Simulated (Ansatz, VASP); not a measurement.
Two plane-wave programs on LiCl

```xyz
4
Lattice="-1.7768 3.1412 3.3059 1.7768 -3.1412 3.3059 1.7768 3.1412 -3.3059" Properties=species:S:1:pos:R:3 pbc="T T T"
Li    0.0000    4.5821    0.0000
Li    0.0000    1.7002    0.0000
Cl    0.0000    0.0000    4.8810
Cl    0.0000    0.0000    1.7308
```

Alike in both runs: task relaxation of cell and atoms; functional PBE; k mesh 8 × 8 × 8; occupations gaussian, width 0.02 eV; no spin polarisation.

|  | VASP | Ansatz |
| --- | --- | --- |
| version | VASP 6.6.1 | Ansatz 0.2.0 |
| potentials or method | VASP PAW PBE potentials, release 64 (Li_sv, Cl), cutoff 600 eV | scalar-relativistic, plane waves, PAW |
| valence electrons in the cell | 20 | 20 |

|  | VASP | Ansatz | Ansatz less VASP |
| --- | --- | --- | --- |
| gap on the k mesh at the Fermi level, each at its own relaxed structure (eV) | 5.08 | 5.05 | -0.025 |
| relaxed volume (Å³/atom) | 18.58 | 18.68 | +0.103 |
| relaxed cell length with the largest relative difference (Å) | 4.906 | 4.912 | +0.0061 |

Noted on VASP's run: the cutoff is short for stress, so the pressure is rough.
